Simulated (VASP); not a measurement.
# W (Im-3m) in VASP: further runs

The runs below take W through relaxation of cell and atoms, with PBE.

Program: VASP 6.6.1. These are calculated values, not measurements. Logs are shortened: lines on timing, memory, paths and dates and some standing lists are left out, and cuts for length are marked.

**1. The cell of the first run**

It takes space group Im-3m (No. 229, cubic). Conventional cell: a = 3.214 Å, b = 3.214 Å, c = 3.214 Å, α = 90.00°, β = 90.00°, γ = 90.00°. Within 3.7 Å of W (site symmetry m-3m) lie 14 W at 2.78 to 3.21 Å.

**2. Relaxation of cell and atoms, PBE, target pressure -3 GPa, at which the enthalpy is minimised**

The input, INCAR:

```
SYSTEM = W
PREC = Accurate
ENCUT = 600
EDIFF = 1E-6
ISMEAR = 0
SIGMA = 0.1
LREAL = .FALSE.
LASPH = .TRUE.
NELM = 80
ALGO = Normal
ISIF = 3
LWAVE = .FALSE.
LCHARG = .FALSE.
GGA = PE
IBRION = 2
NSW = 70
EDIFFG = -0.008
PSTRESS = -30.0
```

The input, KPOINTS:

```
Automatic mesh
0
G
  18 18 18
  0 0 0
```

The input, POSCAR:

```
W
1.0
   -1.6068798726      1.6068798726      1.6068798726
    1.6068798726     -1.6068798726      1.6068798726
    1.6068798726      1.6068798726     -1.6068798726
W
1
Direct
    0.0000000000      0.0000000000      0.0000000000
```

Potentials or basis: VASP PAW PBE potentials, release 64 (W_sv).

On the command line:

```
cat potpaw_PBE.64/W_sv/POTCAR > POTCAR
mpirun -np 1 vasp_std > vasp.out
```

OUTCAR:

```text
SYSTEM = W
   PREC = Accurate
   ENCUT = 600
   EDIFF = 1E-6
   ISMEAR = 0
   LREAL = .FALSE.
   LASPH = .TRUE.
   NELM = 80
   ISIF = 3
   GGA = PE
   IBRION = 2
   NSW = 70
   EDIFFG = -0.008
   PSTRESS = -30.0

 ion  position               nearest neighbor table
   1  0.000  0.000  0.000-

  LATTYP: Found a body centered cubic cell.
 ALAT       =     3.2137597452

  Lattice vectors:

 A1 = (  -1.6068798726,   1.6068798726,   1.6068798726)
 A2 = (   1.6068798726,  -1.6068798726,   1.6068798726)
 A3 = (   1.6068798726,   1.6068798726,  -1.6068798726)

Analysis of symmetry for initial positions (statically):
=====================================================================
 Subroutine PRICEL returns:
 Original cell was already a primitive cell.

 Routine SETGRP: Setting up the symmetry group for a
 body centered cubic supercell.

 Subroutine GETGRP returns: Found 48 space group operations
 (whereof 48 operations were pure point group operations)
 out of a pool of 48 trial point group operations.

The static configuration has the point symmetry O_h .

Analysis of symmetry for dynamics (positions and initial velocities):
=====================================================================
 Subroutine PRICEL returns:
 Original cell was already a primitive cell.

 Routine SETGRP: Setting up the symmetry group for a
 body centered cubic supercell.

 Subroutine GETGRP returns: Found 48 space group operations
 (whereof 48 operations were pure point group operations)
 out of a pool of 48 trial point group operations.

The dynamic configuration has the point symmetry O_h .

 Subroutine INISYM returns: Found 48 space group operations
 (whereof 48 operations are pure point group operations),
 and found     1 'primitive' translations

----------------------------------------------------------------------------------------

                                     Primitive cell

  volume of cell :      16.5963

  direct lattice vectors                    reciprocal lattice vectors
    -1.606879873  1.606879873  1.606879873     0.000000000  0.311162028  0.311162028
     1.606879873 -1.606879873  1.606879873     0.311162028  0.000000000  0.311162028
     1.606879873  1.606879873 -1.606879873     0.311162028  0.311162028  0.000000000

  length of vectors
     2.783197581  2.783197581  2.783197581     0.440049560  0.440049560  0.440049560

  position of ions in fractional coordinates (direct lattice)
     0.000000000  0.000000000  0.000000000

  ion indices of the primitive-cell ions
   primitive index   ion index
                 1           1

----------------------------------------------------------------------------------------

 KPOINTS: Automatic mesh

Automatic generation of k-mesh.
 Grid dimensions read from file:
 generate k-points for:   18   18   18

 Generating k-lattice:

  Cartesian coordinates                     Fractional coordinates (reciprocal lattice)
     0.000000000  0.017286779  0.017286779     0.055555556  0.000000000  0.000000000
     0.017286779  0.000000000  0.017286779     0.000000000  0.055555556  0.000000000
     0.017286779  0.017286779  0.000000000     0.000000000  0.000000000  0.055555556

  Length of vectors
     0.024447198  0.024447198  0.024447198

  Shift w.r.t. Gamma in fractional coordinates (k-lattice)
     0.000000000  0.000000000  0.000000000

 Subroutine IBZKPT returns following result:
 ===========================================

 Found    195 irreducible k-points:

 Following reciprocal coordinates:
            Coordinates               Weight
  0.000000  0.000000  0.000000      1.000000
  0.055556  0.000000  0.000000     12.000000
  0.111111  0.000000  0.000000     12.000000
  0.166667  0.000000  0.000000     12.000000
  0.222222  0.000000  0.000000     12.000000
  0.277778  0.000000  0.000000     12.000000
[... 16 lines left out ...]
  0.333333  0.111111  0.000000     48.000000
  0.388889  0.111111  0.000000     48.000000
 [... further k-points ...]
   k-points           NKPTS =    195   k-points in BZ     NKDIM =    195   number of bands    NBANDS=     11
   number of dos      NEDOS =    301   number of ions     NIONS =      1
   total plane-waves  NPLWV =  13824
   dimension x,y,z NGX =    24 NGY =   24 NGZ =   24
   dimension x,y,z NGXF=    48 NGYF=   48 NGZF=   48
   ions per type =               1
   NGX,Y,Z   is equivalent  to a cutoff of  14.34, 14.34, 14.34 a.u.
   NGXF,Y,Z  is equivalent  to a cutoff of  28.67, 28.67, 28.67 a.u.
 SYSTEM =  W
   PREC   = accura    normal or accurate (medium, high low for compatibility)
   ISTART =      0    job   : 0-new  1-cont  2-samecut
   ICHARG =      2    charge: 1-file 2-atom 10-const
   ISPIN  =      1    spin polarized calculation?
   LNONCOLLINEAR =      F non collinear calculations
   LSORBIT =      F    spin-orbit coupling
   LASPH  =      T    aspherical Exc in radial PAW
   ENCUT  =  600.0 eV  44.10 Ry    6.64 a.u.   5.56  5.56  5.56*2*pi/ulx,y,z
   NELM   =     80;   NELMIN=  2; NELMDL= -5     # of ELM steps
   EDIFF  = 0.1E-05   stopping-criterion for ELM
   LREAL  =      F    real-space projection
   EDIFFG = -.8E-02   stopping-criterion for IOM
   NSW    =     70    number of steps for IOM
   IBRION =      2    ionic relax: 0-MD 1-quasi-New 2-CG
   NFREE  =      1    steps in history (QN), initial steepest desc. (CG)
   ISIF   =      3    stress and relaxation
   ISYM   =      2    0-nonsym 1-usesym 2-fastsym
   POTIM  = 0.5000    time-step for ionic-motion
   TEBEG  =    0.0;   TEEND  =   0.0 temperature during run
   PSTRESS=  -30.0 pullay stress
   NELECT =      14.0000    total number of electrons
   NUPDOWN=      -1.0000    fix difference up-down
   EMIN   =  10.00;   EMAX   =-10.00  energy-range for DOS
   EFERMI =   0.00;   METHOD = LEGACY
   ISMEAR =     0;   SIGMA  =   0.10  broadening in eV -4-tet -1-fermi 0-gaus
   EFERMI_NEDOS =   21; number of points for ismear=-14 and -15
   IALGO  =     38    algorithm
   IMIX   =      4    mixing-type and parameters
     AMIX     =   0.40;   BMIX     =  1.00
     AMIX_MAG =   1.60;   BMIX_MAG =  1.00
  volume/ion in A,a.u.               =      16.60       112.00
  Fermi-wavevector in a.u.,A,eV,Ry     =   1.546847  2.923117 32.555156  2.392736
  Thomas-Fermi vector in A             =   2.652025
   LORBIT       =      0    0 simple, 1 ext, 2 COOP (PROOUT), +10 PAW based schemes
   GGA     = PE    functional components
   LHFCALC =     F    Hartree Fock is set to
   AEXX    =    0.0000 exact exchange contribution
   IVDW    =     0    specifies the selected vdW correction
   LEPSILON=     F    determine dielectric tensor
   LRPA    =     F    only Hartree local field effects (RPA)
 conjugate gradient relaxation of ions
 non-spin polarized calculation
 Gauss-broadening in eV      SIGMA  =   0.10
  energy-cutoff  :      600.00
  volume of cell :       16.60
 maximum number of plane-waves:       586
 NGX is ok and might be reduce to    24
   NGX = 11   NGY = 11   NGZ = 11

--------------------------------------- Ionic step        1  -------------------------------------------

 number of electron      14.0000000 magnetization

 Free energy of the ion-electron system (eV)
  ---------------------------------------------------
  ext. energy  EPLUGINS =         0.00000000
  ---------------------------------------------------
  free energy    TOTEN  =       -12.94083541 eV

  energy without entropy =      -12.93704697  energy(sigma->0) =      -12.93894119

------------------------ aborting loop because EDIFF is reached ----------------------------------------

  FORCE on cell =-STRESS in cart. coord.  units (eV):
  Direction    XX          YY          ZZ          XY          YZ          ZX
  --------------------------------------------------------------------------------------
  -------------------------------------------------------------------------------------
  Total       -0.7950295     -0.7950295     -0.7950295     -0.0000000      0.0000000      0.0000000
  in kB      -76.7509236    -76.7509236    -76.7509236     -0.0000000      0.0000000      0.0000000
  external PRESSURE =     -46.7509236 kB  Pullay stress =     -30.0000000 kB
[... 96 lines left out ...]
  enthalpy is  TOTEN    =       -13.2556167849 eV   P V=       -0.3057750237

--------------------------------------- Ionic step        4  -------------------------------------------

 number of electron      14.0000002 magnetization

 Free energy of the ion-electron system (eV)
  ---------------------------------------------------
  ext. energy  EPLUGINS =         0.00000000
  ---------------------------------------------------
  free energy    TOTEN  =       -12.94994948 eV

  energy without entropy =      -12.94629792  energy(sigma->0) =      -12.94812370

 E-fermi :  11.0218     XC(G=0): -13.4741

 val. band max:       11.0174323771   @ k =  -0.2778   0.3333   0.2222
 cond. band min:      11.0344801605   @ k =   0.5000   0.5000   0.0556
 fundamental gap:      0.0170477834
 Fermi energy:        11.0217630226

 k-point     1 :       0.0000    0.0000    0.0000
  band No.  band energies     occupation
      1     -63.1950      2.00000
      2     -26.7988      2.00000
      3     -26.7988      2.00000
      4     -26.7988      2.00000
      5       1.5491      2.00000
      6       9.8442      2.00000
      7       9.8442      2.00000
      8       9.8442      2.00000
      9      13.2166      0.00000
     10      13.2166      0.00000
     11      25.4715      0.00000
[... 309 lines left out ...]
 k-point    24 :       0.3889    0.1111    0.0000
  band No.  band energies     occupation
      1     -63.0773      2.00000
      2     -27.8948      2.00000
      3     -27.2118      2.00000
      4     -26.8561      2.00000
      5       5.3555      2.00000
      6       7.7397      2.00000
      7      10.3946      2.00000
      8      12.9802      0.00000
      9      14.2506      0.00000
     10      17.1956      0.00000
     11      21.5316      0.00000

 [... further k-points ...]
[... 5 lines left out ...]
  --------------------------------------------------------------------------------------
  -------------------------------------------------------------------------------------
  Total       -0.3066908     -0.3066908     -0.3066908      0.0000000      0.0000000     -0.0000000
  in kB      -30.1002738    -30.1002738    -30.1002738      0.0000000      0.0000000     -0.0000000
  external PRESSURE =      -0.1002738 kB  Pullay stress =     -30.0000000 kB
[... 16 lines left out ...]
  FREE ENERGIE OF THE ION-ELECTRON SYSTEM (eV)
  ---------------------------------------------------
  free  energy   TOTEN  =       -12.9499494774 eV

  energy  without entropy=      -12.9462979166  energy(sigma->0) =      -12.94812370

  enthalpy is  TOTEN    =       -13.2556186268 eV   P V=       -0.3056691495

 reached required accuracy - stopping structural energy minimisation
```

It took 1.8 min on 1 thread of AMD EPYC 7R13 (Zen 3), shared host; peak memory 0.15 GiB.

Results:

- Free energy: -12.9499 eV
- Relaxed volume: 16.32 Å³/atom
- Relaxed cell: a = 2.768 Å, b = 2.768 Å, c = 2.768 Å, α = 109.47°, β = 109.47°, γ = 109.47°
- Space group after relaxing (to 0.05 Å): Im-3m (No. 229)
- Energy change on relaxing (the enthalpy is what falls): -9.1 meV/atom
- Ionic steps: 4
- Pressure after relaxing: -3.0 GPa
- Band gap on the k mesh: zero (band 7 reaches 15.98 eV, above the bottom of band 8 at 9.84 eV)

The path:
```csv
step,energy change (eV),largest force (eV/Å),pressure (GPa),volume (Å³)
1,0.0000,0.0000,-7.68,16.60
2,0.0209,0.0000,15.03,15.46
3,-0.0090,0.0000,-3.11,16.33
4,-0.0091,0.0000,-3.01,16.32
```

Final structure:
```xyz
1
Lattice="-1.5981 1.5981 1.5981 1.5981 -1.5981 1.5981 1.5981 1.5981 -1.5981" Properties=species:S:1:pos:R:3 pbc="T T T"
W     0.0000    0.0000    0.0000
```

Caveat: the cell is relaxed towards a set pressure, so the enthalpy falls and the energy may rise; spin-orbit coupling is left out, which moves the levels of the heavy elements.

**3. Relaxation of cell and atoms, PBE, target pressure 60 GPa, at which the enthalpy is minimised**

This run uses another cell than the first one, of 13.91 Å³/atom, 0.838 times its volume.

The input, INCAR:

```
PREC = Accurate ; ENCUT = 600
EDIFF = 1E-6 ; ISMEAR = 0
SIGMA = 0.1 ; LREAL = False
LASPH = True ; NELM = 60
ALGO = Normal ; ISIF = 3
LWAVE = False ; LCHARG = False
GGA = PE ; IBRION = 2
NSW = 70 ; EDIFFG = -0.008
PSTRESS = 600.0
```

The input, KPOINTS:

```
regular mesh
0
Gamma
  20 20 20
```

The input, POSCAR:

```
W
1.0
   -1.5148923337      1.5148923337      1.5148923337
    1.5148923337     -1.5148923337      1.5148923337
    1.5148923337      1.5148923337     -1.5148923337
W
1
Direct
    0.0000000000      0.0000000000      0.0000000000
```

Potentials or basis: VASP PAW PBE potentials, release 64 (W_sv).

On the command line:

```
cat potpaw_PBE.64/W_sv/POTCAR > POTCAR
mpirun -np 1 vasp_std > vasp.out
```

Wall time 2 min (1 thread of AMD EPYC 7R13 (Zen 3), shared host); peak memory 0.15 GiB.

Results (log left out):

```yaml
Free_energy: -12.5982 eV
Relaxed_volume: 13.98 Å³/atom
Relaxed_cell: a = 2.629 Å, b = 2.629 Å, c = 2.629 Å, α = 109.47°, β = 109.47°, γ = 109.47°
Space_group_after_relaxing_to_0.05_Å: Im-3m (No. 229)
Energy_change_on_relaxing_the_enthalpy_is_what_falls: -28.3 meV/atom
Ionic_steps: 3
Pressure_after_relaxing: 60.0 GPa
Band_gap_on_the_k_mesh: zero (band 7 reaches 19.49 eV, above the bottom of band 8 at 11.88 eV)
```

Step by step:
| step | energy change (eV) | largest force (eV/Å) | pressure (GPa) | volume (Å³) |
| --- | --- | --- | --- | --- |
| 1 | 0.0000 | 0.0000 | 62.80 | 13.91 |
| 2 | -0.1657 | 0.0000 | 44.92 | 14.40 |
| 3 | -0.0283 | 0.0000 | 59.99 | 13.98 |

Final structure:
```
W
1.0
    -1.51757    1.51757    1.51757
     1.51757   -1.51757    1.51757
     1.51757    1.51757   -1.51757
W
1
Direct
  0.00000 0.00000 0.00000
```

Levels at points of the mesh, in eV from the Fermi level:
```tsv
k point	band 5	band 6	band 7	band 8	band 9	band 10
(0.00, 0.00, 0.00)	-10.43	-1.59	-1.59	-1.59	2.44	2.44
(0.50, 0.00, 0.00)	-7.27	-4.35	1.11	2.43	3.57	7.24
(0.50, 0.50, 0.50)	-7.05	-7.05	6.02	6.02	6.02	9.24
```

Caveat: the cell is relaxed towards a set pressure, so the enthalpy falls and the energy may rise; spin-orbit coupling is left out, which moves the levels of the heavy elements.
